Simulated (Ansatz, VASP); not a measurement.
## MgS: VASP beside Ansatz

POSCAR

```
MgS
1.0
    0.0000000000      2.6015179373      2.6015179373
    2.6015179373      0.0000000000      2.6015179373
    2.6015179373      2.6015179373      0.0000000000
Mg S
1 1
Direct
    0.0000000000      0.0000000000      0.0000000000
    0.5000000000      0.5000000000      0.5000000000
```

Contents of INCAR.step1:

```
ALGO = Normal
EDIFF = 1E-5
ENCUT = 660
GGA = PE
GGA_COMPAT = False
ISMEAR = 0
LASPH = True
LCHARG = False
LREAL = False
LWAVE = True
NBANDS = 11
NELM = 120
PREC = Accurate
SIGMA = 0.2
```

The input INCAR.step2:

```
ALGO = Normal
EDIFF = 1E-6
ENCUT = 660
GGA_COMPAT = False
ISIF = 2
ISMEAR = 0
ISTART = 1
LASPH = True
LCHARG = False
LMIXTAU = True
LREAL = False
LWAVE = False
METAGGA = R2SCAN
NBANDS = 11
NELM = 120
PREC = Accurate
SIGMA = 0.2
```

Contents of KPOINTS:

```
k-points
0
Gamma
  6 6 6
```

Input for Ansatz:

```yaml
crystal:
  lattice:
    - [0.0, 2.6015179373, 2.6015179373]
    - [2.6015179373, 0.0, 2.6015179373]
    - [2.6015179373, 2.6015179373, 0.0]
  atoms:
    - { symbol: Mg, position: [0.0, 0.0, 0.0] }
    - { symbol: S, position: [0.5, 0.5, 0.5] }
kpoints:
  mp_grid: { grid: [6, 6, 6] }
hamiltonian:
  xc: r2scan
scf:
  occupations: { method: gaussian, width: 0.2 }
  n_extra_bands: 4
output:
  forces: true
  stress: true
  eigenvalues: true
```

Alike in both runs: task single point; functional r2SCAN; k mesh 6 × 6 × 6; occupations gaussian, width 0.2 eV; no spin polarisation.

|  | VASP | Ansatz |
| --- | --- | --- |
| version | VASP 6.6.1 | Ansatz 0.2.0 |
| potentials or method | VASP PAW PBE potentials, release 64 (Mg, S) | plane waves |
| plane-wave cutoff (eV) | 660 | 500 |
| valence electrons in the cell | 8 | 16 |

```tsv
	VASP	Ansatz	Ansatz less VASP
gap on the k mesh at the Fermi level (eV)	3.43	3.46	+0.029
pressure (GPa)	-0.4	0.0	+0.45
```

VASP's potentials were made for PBE, not for r2SCAN. VASP's potentials hold 8 valence electrons a cell and Ansatz's 16, so a difference there can come from the potentials and not from the codes.
